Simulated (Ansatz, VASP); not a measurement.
Cu: VASP beside Ansatz

INCAR

```
SYSTEM = Cu
PREC = Accurate
ENCUT = 520
EDIFF = 1E-6
ISMEAR = 1
SIGMA = 0.15
LREAL = .False.
LASPH = .True.
NELM = 80
ALGO = Normal
ISIF = 2
LWAVE = .False.
LCHARG = .False.
GGA = PS
NBANDS = 18
```

File KPOINTS:

```
Automatic mesh
0
Gamma
  13 13 7
  0 0 0
```

File POSCAR:

```
Cu
1.0
    2.4646344268      0.0000000000      0.0000000000
   -1.2323167271      2.1344356573      0.0000000000
    0.0000000000      0.0000000000      3.9998406016
Cu
2
Direct
    0.3333333333      0.6666666667      0.2500000000
    0.6666666667      0.3333333333      0.7500000000
```

Input for Ansatz:

```yaml
crystal:
  lattice:
    - [2.464634426754724, 0.0, 0.0]
    - [-1.232316727082949, 2.1344356573092917, 0.0]
    - [0.0, 0.0, 3.999840601631707]
  atoms:
    - { symbol: Cu, position: [0.3333333333333333, 0.6666666666666666, 0.25] }
    - { symbol: Cu, position: [0.6666666666666666, 0.3333333333333333, 0.75] }
basis:
  ecutwfc: 450.0
kpoints:
  mp_grid:
    grid: [13, 13, 7]
hamiltonian:
  xc: pbesol
  pseudopotentials:
    kind: paw
scf:
  occupations:
    method: cold
    width: 0.15
output:
  stress: true
```

Alike in both runs: task single point; functional PBEsol; k mesh 13 × 13 × 7; no spin polarisation.

|  | VASP | Ansatz |
| --- | --- | --- |
| version | VASP 6.6.1 | Ansatz 0.2.0 |
| potentials or method | VASP PAW PBE potentials, release 64 (Cu), cutoff 520 eV | plane waves, PAW |
| occupations | methfessel-paxton of order 1, width 0.15 eV | cold, width 0.15 eV |
| valence electrons in the cell | 22 | 38 |

|  | VASP | Ansatz | Ansatz less VASP |
| --- | --- | --- | --- |
| pressure (GPa) | 15.4 | 14.6 | -0.73 |
| traceless stress, the component that is largest in VASP (GPa) | 2.93 | 2.89 | -0.040 |

VASP's potentials were made for PBE, not for PBEsol. VASP's potentials hold 22 valence electrons a cell and Ansatz's 38, so a difference there can come from the potentials and not from the codes.
